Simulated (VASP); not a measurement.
# Ge (I4_1/amd) in VASP: notebook

Ge is run at these levels: PBE; tasks: single point.

Everything below comes from runs of VASP 6.6.1. Logs are shortened: lines on timing, memory, paths and dates and some standing lists are left out, and cuts for length are marked.

## (1) The cell of the first run

The structure is tetragonal, space group I4_1/amd (No. 141). The conventional cell has a = 4.842 Å, b = 4.842 Å, c = 2.636 Å, α = 90.00°, β = 90.00°, γ = 90.00°. Within 3.3 Å of Ge (site symmetry -4m2) lie 10 Ge at 2.51 to 3.13 Å.

## (2) Single point, PBE

Input file INCAR:

```
SYSTEM = Ge
PREC = Accurate
ENCUT = 520
EDIFF = 1E-6
ISMEAR = -1
SIGMA = 0.1
LREAL = .False.
LASPH = .True.
NELM = 100
ALGO = Normal
ISIF = 2
LWAVE = .False.
LCHARG = .True.
GGA = PE
LELF = .True.
LVHAR = .True.
NBANDS = 21
```

Input file KPOINTS:

```
Automatic mesh
0
Gamma
  17 17 17
  0 0 0
```

Input file POSCAR:

```
Ge
1.0
   -2.4207622261      2.4207622261      1.3181149127
    2.4207622261     -2.4207622261      1.3181149127
    2.4207622261      2.4207622261     -1.3181149127
Ge
2
Direct
   -0.3750000000     -0.1250000000     -0.2500000000
    0.3750000000      0.1250000000      0.2500000000
```

Potentials or basis: VASP PAW PBE potentials, release 64 (Ge_d).

The run is started by

```
> cat potpaw_PBE.64/Ge_d/POTCAR > POTCAR
> mpirun -np 1 vasp_std > vasp.out
```

OUTCAR:

```text
SYSTEM = Ge
   PREC = Accurate
   ENCUT = 520
   EDIFF = 1E-6
   ISMEAR = -1
   LREAL = .False.
   LASPH = .True.
   NELM = 100
   ISIF = 2
   GGA = PE

 ion  position               nearest neighbor table
   1  0.625  0.875  0.750-   2 2.51   2 2.51   2 2.51   2 2.51
   2  0.375  0.125  0.250-   1 2.51   1 2.51   1 2.51   1 2.51

  LATTYP: Found a body centered tetragonal cell.
 ALAT       =     4.8415244522
 C/A-ratio  =     0.5445040816

  Lattice vectors:

 A1 = (  -2.4207622261,   2.4207622261,   1.3181149127)
 A2 = (   2.4207622261,  -2.4207622261,   1.3181149127)
 A3 = (   2.4207622261,   2.4207622261,  -1.3181149127)

Analysis of symmetry for initial positions (statically):
=====================================================================
 Subroutine PRICEL returns:
 Original cell was already a primitive cell.

 Routine SETGRP: Setting up the symmetry group for a
 body centered tetragonal supercell.

 Subroutine GETGRP returns: Found 16 space group operations
 (whereof  4 operations were pure point group operations)
 out of a pool of 16 trial point group operations.

The static configuration has the point symmetry C_2h.
 The point group associated with its full space group is D_4h.

Analysis of symmetry for dynamics (positions and initial velocities):
=====================================================================
 Subroutine PRICEL returns:
 Original cell was already a primitive cell.

 Routine SETGRP: Setting up the symmetry group for a
 body centered tetragonal supercell.

 Subroutine GETGRP returns: Found 16 space group operations
 (whereof  4 operations were pure point group operations)
 out of a pool of 16 trial point group operations.

The dynamic configuration has the point symmetry C_2h.
 The point group associated with its full space group is D_4h.

 Subroutine INISYM returns: Found 16 space group operations
 (whereof  4 operations are pure point group operations),
 and found     1 'primitive' translations

----------------------------------------------------------------------------------------

                                     Primitive cell

  volume of cell :      30.8971

  direct lattice vectors                    reciprocal lattice vectors
    -2.420762226  2.420762226  1.318114913     0.000000000  0.206546514  0.379329598
     2.420762226 -2.420762226  1.318114913     0.206546514  0.000000000  0.379329598
     2.420762226  2.420762226 -1.318114913     0.206546514  0.206546514  0.000000000

  length of vectors
     3.668461044  3.668461044  3.668461044     0.431917129  0.431917129  0.292100882

  position of ions in fractional coordinates (direct lattice)
     0.625000000  0.875000000  0.750000000
     0.375000000  0.125000000  0.250000000

  ion indices of the primitive-cell ions
   primitive index   ion index
                 1           1
                 2           2

----------------------------------------------------------------------------------------

 KPOINTS: Automatic mesh

Automatic generation of k-mesh.
 Grid dimensions read from file:
 generate k-points for:   17   17   17

 Generating k-lattice:

  Cartesian coordinates                     Fractional coordinates (reciprocal lattice)
     0.000000000  0.012149795  0.022313506     0.058823529  0.000000000  0.000000000
     0.012149795  0.000000000  0.022313506     0.000000000  0.058823529  0.000000000
     0.012149795  0.012149795  0.000000000     0.000000000  0.000000000  0.058823529

  Length of vectors
     0.025406890  0.025406890  0.017182405

  Shift w.r.t. Gamma in fractional coordinates (k-lattice)
     0.000000000  0.000000000  0.000000000

 Subroutine IBZKPT returns following result:
 ===========================================

 Found    405 irreducible k-points:

 Following reciprocal coordinates:
            Coordinates               Weight
  0.000000  0.000000  0.000000      1.000000
  0.058824  0.000000  0.000000      8.000000
  0.117647 -0.000000  0.000000      8.000000
  0.176471  0.000000  0.000000      8.000000
  0.235294 -0.000000  0.000000      8.000000
  0.294118  0.000000  0.000000      8.000000
[... 16 lines left out ...]
 -0.176471  0.058824 -0.000000     16.000000
 -0.117647  0.058824 -0.000000     16.000000
 [... further k-points ...]
   k-points           NKPTS =    405   k-points in BZ     NKDIM =    405   number of bands    NBANDS=     21
   number of dos      NEDOS =    301   number of ions     NIONS =      2
   total plane-waves  NPLWV =  21952
   dimension x,y,z NGX =    28 NGY =   28 NGZ =   28
   dimension x,y,z NGXF=    56 NGYF=   56 NGZF=   56
   ions per type =               2
   NGX,Y,Z   is equivalent  to a cutoff of  12.69, 12.69, 12.69 a.u.
   NGXF,Y,Z  is equivalent  to a cutoff of  25.38, 25.38, 25.38 a.u.
 SYSTEM =  Ge
   PREC   = accura    normal or accurate (medium, high low for compatibility)
   ISTART =      0    job   : 0-new  1-cont  2-samecut
   ICHARG =      2    charge: 1-file 2-atom 10-const
   ISPIN  =      1    spin polarized calculation?
   LNONCOLLINEAR =      F non collinear calculations
   LSORBIT =      F    spin-orbit coupling
   LASPH  =      T    aspherical Exc in radial PAW
   ENCUT  =  520.0 eV  38.22 Ry    6.18 a.u.   6.82  6.82  6.82*2*pi/ulx,y,z
   NELM   =    100;   NELMIN=  2; NELMDL= -5     # of ELM steps
   EDIFF  = 0.1E-05   stopping-criterion for ELM
   LREAL  =      F    real-space projection
   EDIFFG = 0.1E-04   stopping-criterion for IOM
   NSW    =      0    number of steps for IOM
   IBRION =     -1    ionic relax: 0-MD 1-quasi-New 2-CG
   NFREE  =      0    steps in history (QN), initial steepest desc. (CG)
   ISIF   =      2    stress and relaxation
   ISYM   =      2    0-nonsym 1-usesym 2-fastsym
   POTIM  = 0.5000    time-step for ionic-motion
   TEBEG  =    0.0;   TEEND  =   0.0 temperature during run
   PSTRESS=    0.0 pullay stress
   NELECT =      28.0000    total number of electrons
   NUPDOWN=      -1.0000    fix difference up-down
   EMIN   =  10.00;   EMAX   =-10.00  energy-range for DOS
   EFERMI =   0.00;   METHOD = LEGACY
   ISMEAR =    -1;   SIGMA  =   0.10  broadening in eV -4-tet -1-fermi 0-gaus
   EFERMI_NEDOS =   21; number of points for ismear=-14 and -15
   IALGO  =     38    algorithm
   IMIX   =      4    mixing-type and parameters
     AMIX     =   0.40;   BMIX     =  1.00
     AMIX_MAG =   1.60;   BMIX_MAG =  1.00
  volume/ion in A,a.u.               =      15.45       104.25
  Fermi-wavevector in a.u.,A,eV,Ry     =   1.584243  2.993784 34.148233  2.509824
  Thomas-Fermi vector in A             =   2.683890
   LORBIT       =      0    0 simple, 1 ext, 2 COOP (PROOUT), +10 PAW based schemes
   GGA     = PE    functional components
   LHFCALC =     F    Hartree Fock is set to
   AEXX    =    0.0000 exact exchange contribution
   IVDW    =     0    specifies the selected vdW correction
   LEPSILON=     F    determine dielectric tensor
   LRPA    =     F    only Hartree local field effects (RPA)
 non-spin polarized calculation
  energy-cutoff  :      520.00
  volume of cell :       30.90
 maximum number of plane-waves:       844
   NGX = 13   NGY = 13   NGZ = 13

 number of electron      28.0000026 magnetization

 Free energy of the ion-electron system (eV)
  ---------------------------------------------------
  ext. energy  EPLUGINS =         0.00000000
  ---------------------------------------------------
  free energy    TOTEN  =        -8.08816382 eV

  energy without entropy =       -8.06807938  energy(sigma->0) =       -8.07812160

 E-fermi :   9.0283     XC(G=0): -12.2701

 val. band max:        9.0228599576   @ k =  -0.0588  -0.2353   0.0588
 cond. band min:       9.0343955231   @ k =  -0.3529  -0.4118   0.0588
 fundamental gap:      0.0115355655
 Fermi energy:         9.0282537178

 k-point     1 :       0.0000    0.0000    0.0000
  band No.  band energies     occupation
      1     -16.0177      2.00000
      2     -15.9331      2.00000
      3     -15.9082      2.00000
      4     -15.8896      2.00000
      5     -15.7098      2.00000
      6     -15.7098      2.00000
[... 13 lines left out ...]
     20      21.6244      0.00000
     21      22.5996      0.00000

 k-point     2 :       0.0588    0.0000    0.0000
  band No.  band energies     occupation
      1     -16.0156      2.00000
      2     -15.9256      2.00000
      3     -15.9049      2.00000
      4     -15.8800      2.00000
      5     -15.7175      2.00000
      6     -15.7169      2.00000
[... 13 lines left out ...]
     20      21.6212      0.00000
     21      22.7003      0.00000

 k-point     3 :       0.1176   -0.0000    0.0000
  band No.  band energies     occupation
      1     -16.0088      2.00000
      2     -15.9050      2.00000
      3     -15.8954      2.00000
      4     -15.8542      2.00000
      5     -15.7342      2.00000
      6     -15.7286      2.00000
[... 13 lines left out ...]
     20      20.7246      0.00000
     21      21.1449      0.00000

 k-point     4 :       0.1765    0.0000    0.0000
  band No.  band energies     occupation
      1     -15.9976      2.00000
      2     -15.8810      2.00000
      3     -15.8767      2.00000
      4     -15.8221      2.00000
      5     -15.7554      2.00000
      6     -15.7344      2.00000
[... 13 lines left out ...]
     20      19.5322      0.00000
     21      20.5732      0.00000

 k-point     5 :       0.2353   -0.0000    0.0000
  band No.  band energies     occupation
      1     -15.9838      2.00000
      2     -15.8648      2.00000
      3     -15.8517      2.00000
      4     -15.8019      2.00000
      5     -15.7770      2.00000
      6     -15.7280      2.00000
[... 13 lines left out ...]
     20      18.5616      0.00000
     21      20.8585      0.00000
[... 382 lines left out ...]
     20      19.1223      0.00000
     21      20.6463      0.00000

 k-point    22 :      -0.2353    0.0588   -0.0000
  band No.  band energies     occupation
      1     -15.9880      2.00000
      2     -15.8810      2.00000
      3     -15.8714      2.00000
      4     -15.8329      2.00000
      5     -15.7523      2.00000
      6     -15.7242      2.00000
[... 13 lines left out ...]
     20      19.9432      0.00000
     21      20.5289      0.00000

 k-point    23 :      -0.1765    0.0588   -0.0000
  band No.  band energies     occupation
      1     -16.0006      2.00000
      2     -15.9075      2.00000
      3     -15.8872      2.00000
      4     -15.8609      2.00000
      5     -15.7331      2.00000
      6     -15.7219      2.00000
[... 13 lines left out ...]
     20      20.8896      0.00000
     21      21.3891      0.00000

 k-point    24 :      -0.1176    0.0588   -0.0000
  band No.  band energies     occupation
      1     -16.0097      2.00000
      2     -15.9271      2.00000
      3     -15.8990      2.00000
      4     -15.8838      2.00000
      5     -15.7183      2.00000
      6     -15.7134      2.00000
[... 13 lines left out ...]
     20      21.9384      0.00000
     21      22.6814      0.00000

 [... further k-points ...]

------------------------ aborting loop because EDIFF is reached ----------------------------------------

  FORCE on cell =-STRESS in cart. coord.  units (eV):
  Direction    XX          YY          ZZ          XY          YZ          ZX
  --------------------------------------------------------------------------------------
  -------------------------------------------------------------------------------------
  Total        4.9190322      4.9190322      4.9323688      0.0000000      0.0000000      0.0000000
  in kB      255.0778289    255.0778289    255.7694054      0.0000000      0.0000000      0.0000000
  external PRESSURE =     255.3083544 kB  Pullay stress =       0.0000000 kB

 VOLUME and BASIS-vectors are now :
 -----------------------------------------------------------------------------
  energy-cutoff  :      520.00
  volume of cell :       30.90
      direct lattice vectors                 reciprocal lattice vectors
    -2.420762226  2.420762226  1.318114913     0.000000000  0.206546514  0.379329598
     2.420762226 -2.420762226  1.318114913     0.206546514  0.000000000  0.379329598
     2.420762226  2.420762226 -1.318114913     0.206546514  0.206546514  0.000000000

 POSITION                                       TOTAL-FORCE (eV/Angst)
 -----------------------------------------------------------------------------------
      2.42076      1.21038      0.98859         0.000000     -0.000000     -0.000000
      0.00000      1.21038      0.32953        -0.000000      0.000000      0.000000
 -----------------------------------------------------------------------------------
    total drift:                                0.000000      0.000000     -0.000000

  FREE ENERGIE OF THE ION-ELECTRON SYSTEM (eV)
  ---------------------------------------------------
  free  energy   TOTEN  =        -8.0881638175 eV

  energy  without entropy=       -8.0680793792  energy(sigma->0) =       -8.07812160
```

Wall time 1.8 min (1 thread of AMD EPYC 9R45 (Zen 5), shared host); peak memory 0.29 GiB.

Results:

* Free energy: -8.0882 eV
* Pressure: 25.5 GPa
* Band gap on the k mesh: zero (bands 14 and 15 overlap by 6.51 eV)

Levels at points of the mesh, in eV from the Fermi level:
| k point | band 10 | band 11 | band 12 | band 13 | band 14 | band 15 | band 16 | band 17 | band 18 | band 19 |
| --- | --- | --- | --- | --- | --- | --- | --- | --- | --- | --- |
| (0.00, 0.00, 0.00) | -24.53 | -15.05 | -3.39 | -2.92 | -2.92 | 2.83 | 8.91 | 8.91 | 9.61 | 9.92 |

Caveat: the cell stands under pressure.

(Part 1 of 2 ends here.)
